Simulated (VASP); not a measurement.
Input of a VASP 6.6.1 run:

The input INCAR:

```
SYSTEM = C
ALGO = Normal
EDIFF = 1E-7
ENCUT = 520
GGA = PE
ISIF = 2
ISMEAR = 0
IVDW = 12
LASPH = .TRUE.
LCHARG = .FALSE.
LREAL = Auto
LWAVE = .FALSE.
NBANDS = 46
NELM = 100
PREC = Accurate
SIGMA = 0.05
```

Contents of KPOINTS:

```
k-points
0
G
  8 8 8
  0 0 0
```

File POSCAR:

```
C
1.0
   -2.5180184914      0.0000000000      0.0000000000
    0.0000000000      4.3613359615      0.0000000000
    1.2590092457     -2.1806679808     -8.3045881824
C
16
Direct
    0.4535159179      0.4535159179      0.9070318359
    0.9535159179      0.9535159179      0.9070318359
    0.7035159179      0.7035159179      0.4070318359
    0.2035159179      0.2035159179      0.4070318359
    0.2964840821      0.2964840821      0.5929681641
    0.7964840821      0.7964840821      0.5929681641
    0.5464840821      0.5464840821      0.0929681641
    0.0464840821      0.0464840821      0.0929681641
    0.9222357187      0.2555690520      0.8444714374
    0.4222357187      0.7555690520      0.8444714374
    0.1722357187      0.8389023854      0.3444714374
    0.6722357187      0.3389023854      0.3444714374
    0.8277642813      0.1610976146      0.6555285626
    0.3277642813      0.6610976146      0.6555285626
    0.0777642813      0.7444309480      0.1555285626
    0.5777642813      0.2444309480      0.1555285626
```

Potentials or basis: VASP PAW PBE potentials, release 64 (C).

The run is started by

```sh
$ cat potpaw_PBE.64/C/POTCAR > POTCAR
$ mpirun -np 1 vasp_std > vasp.out
```

Q: Estimate the pressure.

A: -4.7 GPa.

Q: Estimate the largest force.

A: 0.006 eV/Å.

Q: What does it give for the dispersion energy per atom?

A: -0.190 eV.

Forces on the atoms (eV/Å):
```
C    0.000 -0.001  0.006
C    0.000 -0.001  0.006
C    0.000  0.001  0.006
C    0.000  0.001  0.006
C    0.000 -0.001 -0.006
C    0.000 -0.001 -0.006
C    0.000  0.001 -0.006
C    0.000  0.001 -0.006
C    0.000  0.005 -0.001
C    0.000  0.005 -0.001
C    0.000 -0.005 -0.001
C    0.000 -0.005 -0.001
C    0.000  0.005  0.001
C    0.000  0.005  0.001
C    0.000 -0.005  0.001
C    0.000 -0.005  0.001
```

Caveat: three body term missing; the cell stands under tension.
